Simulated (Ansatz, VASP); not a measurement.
Zr3Ag: VASP beside Ansatz

```
Zr Ag
1.0
     4.53535    0.00000    0.00000
     0.00000    4.53535    0.00000
     0.00000    0.00000    3.95925
Zr Ag
3 1
Direct
  0.50000 0.50000 0.00000
  0.00000 0.50000 0.50000
  0.50000 0.00000 0.50000
  0.00000 0.00000 0.00000
```

Change from the starting cell: volume scaled by 0.98.

Alike in both runs: task single point; functional LDA; k mesh 7 × 7 × 8; occupations fermi-dirac, width 0.05 eV; no spin polarisation.

|  | VASP | Ansatz |
| --- | --- | --- |
| version | VASP 6.6.1 | Ansatz 0.2.0 |
| potentials or method | VASP PAW LDA potentials, release 64 (Zr_sv, Ag), cutoff 520 eV | all-electron LAPW, scalar-relativistic |

```csv
,VASP,Ansatz,Ansatz less VASP
pressure (GPa),-2.8,-3.0,-0.13
"traceless stress, the component that is largest in VASP (GPa)",1.67,1.69,+0.022
```

LDA's correlation is that of Perdew and Zunger in VASP and of Perdew and Wang (1992) in Ansatz. Ansatz ran all-electron here, and VASP with PAW potentials.
